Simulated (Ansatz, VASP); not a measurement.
## Two plane-wave programs on CoSi2

```
Co Si
1.0
     4.13781    0.00000    0.00000
    -2.06890    3.58345    0.00000
     0.00000    0.00000    4.55159
Co Si
1 2
Direct
  0.00000 0.00000 0.00000
  0.33333 0.66667 0.50000
  0.66667 0.33333 0.50000
```

Alike in both runs: task relaxation of cell and atoms; functional PBE; k mesh 10 × 10 × 8; occupations fermi-dirac, width 0.08 eV; no spin polarisation.

|  | VASP | Ansatz |
| --- | --- | --- |
| version | VASP 6.6.1 | Ansatz 0.2.0 |
| potentials or method | VASP PAW PBE potentials, release 64 (Co, Si) | PAW with Ansatz's default frozen-core files, scalar-relativistic |
| plane-wave cutoff (eV) | 600 | 420 |
| valence electrons in the cell | 17 | 25 |

Ansatz gave:

```
relaxed volume (Å³/atom)                                     : 12.54
relaxed cell length with the largest relative difference (Å) : 4.155
```

Estimate VASP's values.

relaxed volume (Å³/atom): 12.53; relaxed cell length with the largest relative difference (Å): 4.153.

VASP's potentials hold 17 valence electrons a cell and Ansatz's 25, so a difference there can come from the potentials and not from the codes.

Noted on VASP's run: the volume moved by over 15 % at a fixed basis, so the end points are rough.
